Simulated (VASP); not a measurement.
# BaTiO3 (R3m) in VASP: further runs

Runs on BaTiO3. Level: PBEsol. Tasks: single point, relaxation of cell and atoms.

All numbers are computed with VASP 6.6.1; they aren't measurements. Logs are shortened: lines on timing, memory, paths and dates and some standing lists are left out, and cuts for length are marked.

**1. The cell of the first run**

It takes space group R3m (No. 160, trigonal). The conventional cell has a = 5.635 Å, b = 5.635 Å, c = 6.925 Å, α = 90.00°, β = 90.00°, γ = 120.00°. Within 3.6 Å of Ba (site symmetry 3m) lie 12 O at 2.76 to 2.89 Å and 8 Ti at 3.39 to 3.54 Å. Ti (site symmetry 3m) has 6 O at 1.88 to 2.12 Å within 2.5 Å. Within 2.5 Å of O (site symmetry m) lie 2 Ti at 1.88 to 2.12 Å.

**2. Single point, PBEsol**

Contents of INCAR:

```
SYSTEM = BaTiO3
PREC = Accurate
ENCUT = 520
EDIFF = 1E-6
ISMEAR = 0
SIGMA = 0.01
LREAL = .False.
LASPH = .True.
NELM = 80
ALGO = Normal
ISIF = 2
LWAVE = .False.
LCHARG = .False.
GGA = PS
NBANDS = 28
```

Contents of KPOINTS:

```
Automatic mesh
0
Gamma
  6 6 6
  0 0 0
```

Contents of POSCAR:

```
BaTiO3
1.0
    2.8172938008      1.6265653343      2.3083956400
   -2.8172938008      1.6265653343      2.3083956400
    0.0000000000     -3.2531306686      2.3083956400
Ba Ti O
1 1 3
Direct
   -0.0023500294     -0.0023500294     -0.0023500294
    0.4865758987      0.4865758987      0.4865758987
    0.5095654473      0.5095654473      0.0158432362
    0.0158432362      0.5095654473      0.5095654473
    0.5095654473      0.0158432362      0.5095654473
```

Potentials or basis: VASP PAW PBE potentials, release 64 (Ba_sv, Ti_sv, O).

Launch:

```console
cat potpaw_PBE.64/Ba_sv/POTCAR potpaw_PBE.64/Ti_sv/POTCAR potpaw_PBE.64/O/POTCAR > POTCAR
mpirun -np 1 vasp_std > vasp.out
```

OUTCAR:

```text
SYSTEM = BaTiO3
   PREC = Accurate
   ENCUT = 520
   EDIFF = 1E-6
   ISMEAR = 0
   LREAL = .False.
   LASPH = .True.
   NELM = 80
   ISIF = 2
   GGA = PS

 ion  position               nearest neighbor table
   1  0.998  0.998  0.998-   4 2.76   5 2.76   3 2.76   3 2.82   3 2.82   5 2.82   4 2.82   4 2.82
                             5 2.82   4 2.89   5 2.89   3 2.89   2 3.39   2 3.43   2 3.43   2 3.43
   2  0.487  0.487  0.487-   4 1.88   5 1.88   3 1.88   5 2.12   4 2.12   3 2.12   1 3.39   1 3.43
                             1 3.43   1 3.43   1 3.48   1 3.48   1 3.48   1 3.54
   3  0.510  0.510  0.016-   2 1.88   2 2.12   1 2.76   1 2.82   1 2.82   1 2.89
   4  0.016  0.510  0.510-   2 1.88   2 2.12   1 2.76   1 2.82   1 2.82   1 2.89
   5  0.510  0.016  0.510-   2 1.88   2 2.12   1 2.76   1 2.82   1 2.82   1 2.89

  LATTYP: Found a trigonal (rhomboedric) cell.
 ALAT       =     3.9889283746
 COS(alpha) =     0.0023417491

  Lattice vectors:

 A1 = (   2.8172938008,   1.6265653343,   2.3083956400)
 A2 = (  -2.8172938008,   1.6265653343,   2.3083956400)
 A3 = (   0.0000000000,  -3.2531306686,   2.3083956400)

Analysis of symmetry for initial positions (statically):
=====================================================================
 Subroutine PRICEL returns:
 Original cell was already a primitive cell.

 Routine SETGRP: Setting up the symmetry group for a
 trigonal (rhombohedral) supercell.

 Subroutine GETGRP returns: Found  6 space group operations
 (whereof  6 operations were pure point group operations)
 out of a pool of 12 trial point group operations.

The static configuration has the point symmetry C_3v.

Analysis of symmetry for dynamics (positions and initial velocities):
=====================================================================
 Subroutine PRICEL returns:
 Original cell was already a primitive cell.

 Routine SETGRP: Setting up the symmetry group for a
 trigonal (rhombohedral) supercell.

 Subroutine GETGRP returns: Found  6 space group operations
 (whereof  6 operations were pure point group operations)
 out of a pool of 12 trial point group operations.

The dynamic configuration has the point symmetry C_3v.

 Subroutine INISYM returns: Found  6 space group operations
 (whereof  6 operations are pure point group operations),
 and found     1 'primitive' translations

----------------------------------------------------------------------------------------

                                     Primitive cell

  volume of cell :      63.4695

  direct lattice vectors                    reciprocal lattice vectors
     2.817293801  1.626565334  2.308395640     0.177475278  0.102465399  0.144400434
    -2.817293801  1.626565334  2.308395640    -0.177475278  0.102465399  0.144400434
     0.000000000 -3.253130669  2.308395640     0.000000000 -0.204930799  0.144400434

  length of vectors
     3.988928375  3.988928375  3.988928375     0.250695269  0.250695269  0.250695269

  position of ions in fractional coordinates (direct lattice)
     0.997649971  0.997649971  0.997649971
     0.486575899  0.486575899  0.486575899
     0.509565447  0.509565447  0.015843236
     0.015843236  0.509565447  0.509565447
     0.509565447  0.015843236  0.509565447

  ion indices of the primitive-cell ions
   primitive index   ion index
                 1           1
                 2           2
                 3           3
                 4           4
                 5           5

----------------------------------------------------------------------------------------

 KPOINTS: Automatic mesh

Automatic generation of k-mesh.
 Grid dimensions read from file:
 generate k-points for:    6    6    6

 Generating k-lattice:

  Cartesian coordinates                     Fractional coordinates (reciprocal lattice)
     0.029579213  0.017077567  0.024066739     0.166666667  0.000000000  0.000000000
    -0.029579213  0.017077567  0.024066739     0.000000000  0.166666667  0.000000000
     0.000000000 -0.034155133  0.024066739     0.000000000  0.000000000  0.166666667

  Length of vectors
     0.041782545  0.041782545  0.041782545

  Shift w.r.t. Gamma in fractional coordinates (k-lattice)
     0.000000000  0.000000000  0.000000000

 Subroutine IBZKPT returns following result:
 ===========================================

 Found     32 irreducible k-points:

 Following reciprocal coordinates:
            Coordinates               Weight
  0.000000  0.000000  0.000000      1.000000
  0.166667 -0.000000  0.000000      6.000000
  0.333333 -0.000000  0.000000      6.000000
  0.500000 -0.000000  0.000000      3.000000
  0.166667  0.166667  0.000000      6.000000
  0.333333  0.166667  0.000000     12.000000
[... 16 lines left out ...]
  0.500000  0.500000  0.166667      6.000000
 -0.333333  0.500000  0.166667     12.000000
 [... further k-points ...]
   k-points           NKPTS =     32   k-points in BZ     NKDIM =     32   number of bands    NBANDS=     28
   number of dos      NEDOS =    301   number of ions     NIONS =      5
   total plane-waves  NPLWV =  27000
   dimension x,y,z NGX =    30 NGY =   30 NGZ =   30
   dimension x,y,z NGXF=    60 NGYF=   60 NGZF=   60
   ions per type =               1   1   3
   NGX,Y,Z   is equivalent  to a cutoff of  12.50, 12.50, 12.50 a.u.
   NGXF,Y,Z  is equivalent  to a cutoff of  25.01, 25.01, 25.01 a.u.
 SYSTEM =  BaTiO3
   PREC   = accura    normal or accurate (medium, high low for compatibility)
   ISTART =      0    job   : 0-new  1-cont  2-samecut
   ICHARG =      2    charge: 1-file 2-atom 10-const
   ISPIN  =      1    spin polarized calculation?
   LNONCOLLINEAR =      F non collinear calculations
   LSORBIT =      F    spin-orbit coupling
   LASPH  =      T    aspherical Exc in radial PAW
   ENCUT  =  520.0 eV  38.22 Ry    6.18 a.u.   7.42  7.42  7.42*2*pi/ulx,y,z
   NELM   =     80;   NELMIN=  2; NELMDL= -5     # of ELM steps
   EDIFF  = 0.1E-05   stopping-criterion for ELM
   LREAL  =      F    real-space projection
   EDIFFG = 0.1E-04   stopping-criterion for IOM
   NSW    =      0    number of steps for IOM
   IBRION =     -1    ionic relax: 0-MD 1-quasi-New 2-CG
   NFREE  =      0    steps in history (QN), initial steepest desc. (CG)
   ISIF   =      2    stress and relaxation
   ISYM   =      2    0-nonsym 1-usesym 2-fastsym
   POTIM  = 0.5000    time-step for ionic-motion
   TEBEG  =    0.0;   TEEND  =   0.0 temperature during run
   PSTRESS=    0.0 pullay stress
   NELECT =      40.0000    total number of electrons
   NUPDOWN=      -1.0000    fix difference up-down
   EMIN   =  10.00;   EMAX   =-10.00  energy-range for DOS
   EFERMI =   0.00;   METHOD = LEGACY
   ISMEAR =     0;   SIGMA  =   0.01  broadening in eV -4-tet -1-fermi 0-gaus
   EFERMI_NEDOS =   21; number of points for ismear=-14 and -15
   IALGO  =     38    algorithm
   IMIX   =      4    mixing-type and parameters
     AMIX     =   0.40;   BMIX     =  1.00
     AMIX_MAG =   1.60;   BMIX_MAG =  1.00
  volume/ion in A,a.u.               =      12.69        85.66
  Fermi-wavevector in a.u.,A,eV,Ry     =   1.403588  2.652398 26.804300  1.970060
  Thomas-Fermi vector in A             =   2.526235
   LORBIT       =      0    0 simple, 1 ext, 2 COOP (PROOUT), +10 PAW based schemes
   GGA     = PS    functional components
   LHFCALC =     F    Hartree Fock is set to
   AEXX    =    0.0000 exact exchange contribution
   IVDW    =     0    specifies the selected vdW correction
   LEPSILON=     F    determine dielectric tensor
   LRPA    =     F    only Hartree local field effects (RPA)
 non-spin polarized calculation
 Gauss-broadening in eV      SIGMA  =   0.01
  energy-cutoff  :      520.00
  volume of cell :       63.47
 maximum number of plane-waves:      1743
 NGX is ok and might be reduce to    30
   NGX = 15   NGY = 15   NGZ = 15

 number of electron      39.9999998 magnetization

 Free energy of the ion-electron system (eV)
  ---------------------------------------------------
  ext. energy  EPLUGINS =         0.00000000
  ---------------------------------------------------
  free energy    TOTEN  =       -42.00336377 eV

  energy without entropy =      -42.00336377  energy(sigma->0) =      -42.00336377

 E-fermi :   3.9277     XC(G=0): -11.5576

 val. band max:        3.7214150200   @ k =   0.5000   0.5000   0.5000
 cond. band min:       5.9817671177   @ k =   0.0000   0.0000   0.0000
 fundamental gap:      2.2603520977
 Fermi energy:         3.9276608781

 k-point     1 :       0.0000    0.0000    0.0000
  band No.  band energies     occupation
      1     -52.3233      2.00000
      2     -28.6921      2.00000
      3     -28.6921      2.00000
      4     -28.6862      2.00000
      5     -20.9996      2.00000
      6     -13.0640      2.00000
[... 20 lines left out ...]
     27       8.6768      0.00000
     28      11.0106      0.00000

 k-point     2 :       0.1667   -0.0000    0.0000
  band No.  band energies     occupation
      1     -52.3230      2.00000
      2     -28.7051      2.00000
      3     -28.6915      2.00000
      4     -28.6871      2.00000
      5     -20.9678      2.00000
      6     -13.0910      2.00000
[... 20 lines left out ...]
     27       9.2200      0.00000
     28      11.6759      0.00000

 k-point     3 :       0.3333   -0.0000    0.0000
  band No.  band energies     occupation
      1     -52.3224      2.00000
      2     -28.7336      2.00000
      3     -28.6904      2.00000
      4     -28.6862      2.00000
      5     -20.9028      2.00000
      6     -13.2316      2.00000
[... 20 lines left out ...]
     27      10.4955      0.00000
     28      12.0499      0.00000

 k-point     4 :       0.5000   -0.0000    0.0000
  band No.  band energies     occupation
      1     -52.3221      2.00000
      2     -28.7479      2.00000
      3     -28.6898      2.00000
      4     -28.6856      2.00000
      5     -20.8695      2.00000
      6     -13.3234      2.00000
[... 578 lines left out ...]
     27      11.1927      0.00000
     28      12.2187      0.00000

 k-point    23 :       0.5000    0.5000    0.1667
  band No.  band energies     occupation
      1     -52.3208      2.00000
      2     -28.7450      2.00000
      3     -28.7411      2.00000
      4     -28.6993      2.00000
      5     -20.7702      2.00000
      6     -12.5780      2.00000
[... 20 lines left out ...]
     27      12.2740      0.00000
     28      12.6185      0.00000

 k-point    24 :      -0.3333    0.5000    0.1667
  band No.  band energies     occupation
      1     -52.3210      2.00000
      2     -28.7443      2.00000
      3     -28.7291      2.00000
      4     -28.6998      2.00000
      5     -20.7902      2.00000
      6     -12.7647      2.00000
[... 20 lines left out ...]
     27      11.9036      0.00000
     28      12.3913      0.00000

 [... further k-points ...]
[... 5 lines left out ...]
  --------------------------------------------------------------------------------------
  -------------------------------------------------------------------------------------
  Total        0.7674113      0.7674113      0.7494445      0.0000000      0.0000000     -0.0000000
  in kB       19.3719634     19.3719634     18.9184221      0.0000000      0.0000000     -0.0000000
  external PRESSURE =      19.2207829 kB  Pullay stress =       0.0000000 kB

 VOLUME and BASIS-vectors are now :
 -----------------------------------------------------------------------------
  energy-cutoff  :      520.00
  volume of cell :       63.47
      direct lattice vectors                 reciprocal lattice vectors
     2.817293801  1.626565334  2.308395640     0.177475278  0.102465399  0.144400434
    -2.817293801  1.626565334  2.308395640    -0.177475278  0.102465399  0.144400434
     0.000000000 -3.253130669  2.308395640     0.000000000 -0.204930799  0.144400434

 POSITION                                       TOTAL-FORCE (eV/Angst)
 -----------------------------------------------------------------------------------
      0.00000      0.00000      6.90891         0.000000     -0.000000      0.037031
      0.00000      0.00000      3.36963         0.000000      0.000000      0.057631
      0.00000      1.60614      2.38913         0.000000      0.020012     -0.031554
     -1.39096     -0.80307      2.38913        -0.017331     -0.010006     -0.031554
      1.39096     -0.80307      2.38913         0.017331     -0.010006     -0.031554
 -----------------------------------------------------------------------------------
    total drift:                                0.000000     -0.000000     -0.000221

  FREE ENERGIE OF THE ION-ELECTRON SYSTEM (eV)
  ---------------------------------------------------
  free  energy   TOTEN  =       -42.0033637746 eV

  energy  without entropy=      -42.0033637746  energy(sigma->0) =      -42.00336377
```

Wall time 46 s (1 thread of Intel Xeon Platinum 8488C (Sapphire Rapids), shared host); peak memory 0.2 GiB.

Results:

```yaml
Free_energy: -42.0034 eV
Pressure: 1.9 GPa
Largest_force: 0.058 eV/Å
Band_gap_on_the_k_mesh: 2.26 eV (least direct gap 2.61 eV)
```

Forces on the atoms (eV/Å):
```
Ba   0.000  0.000  0.037
Ti   0.000  0.000  0.058
O    0.000  0.020 -0.032
O   -0.017 -0.010 -0.032
O    0.017 -0.010 -0.032
```

Caveat: the PAW data sets were made with another functional, which shifts forces and pressure a little; spin-orbit coupling is left out, which moves the levels of the heavy elements.

[end of part 1 of 2]
